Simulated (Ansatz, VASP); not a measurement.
Ta: VASP beside Ansatz

File INCAR:

```
SYSTEM = Ta
ALGO = Fast ; EDIFF = 1E-6
ENCUT = 520 ; GGA = PE
ISIF = 2 ; ISMEAR = 0
LASPH = .TRUE. ; LCHARG = .FALSE.
LREAL = .FALSE. ; LWAVE = .FALSE.
NBANDS = 12 ; NELM = 100
PREC = Accurate ; SIGMA = 0.15
```

The input KPOINTS:

```
k-points
0
G
  20 20 20
  0 0 0
```

POSCAR

```
Ta
1.0
   -1.4038439384      1.4038439384      2.1334216332
    1.4038439384     -1.4038439384      2.1334216332
    1.4038439384      1.4038439384     -2.1334216332
Ta
1
Direct
    0.0000000000      0.0000000000      0.0000000000
```

Input for Ansatz:

```yaml
crystal:
  lattice:
    - [-1.4038439384, 1.4038439384, 2.1334216332]
    - [1.4038439384, -1.4038439384, 2.1334216332]
    - [1.4038439384, 1.4038439384, -2.1334216332]
  atoms:
    - { symbol: Ta, position: [0.0, 0.0, 0.0] }
basis:
  ecutwfc: 420
kpoints:
  mp_grid: { grid: [20, 20, 20] }
hamiltonian:
  xc: pbe
  pseudopotentials: { kind: paw, azcp: { folder: soft_1 } }
scf:
  occupations: { method: gaussian, width: 0.15 }
output:
  forces: true
  stress: true
  eigenvalues: true
```

Alike in both runs: task single point; functional PBE; k mesh 20 × 20 × 20; occupations gaussian, width 0.15 eV; no spin polarisation.

```csv
,VASP,Ansatz
version,VASP 6.6.1,Ansatz 0.2.0
potentials or method,"VASP PAW PBE potentials, release 64 (Ta_pv), cutoff 520 eV","scalar-relativistic, plane waves, PAW"
valence electrons in the cell,11,13
```

|  | VASP | Ansatz | Ansatz less VASP |
| --- | --- | --- | --- |
| gap on the k mesh at the Fermi level (eV) | none | none | - |
| pressure (GPa) | 25.5 | 25.2 | -0.27 |
| traceless stress, the component that is largest in VASP (GPa) | 7.71 | 7.72 | +0.004 |

A gap of «none» marks a metal or a gap that the smearing closes. With one functional, cell and mesh, what is left measures potentials, basis and numerics. VASP's potentials hold 11 valence electrons a cell and Ansatz's 13, so a difference there can come from the potentials and not from the codes.

Neither program's run includes spin-orbit coupling.
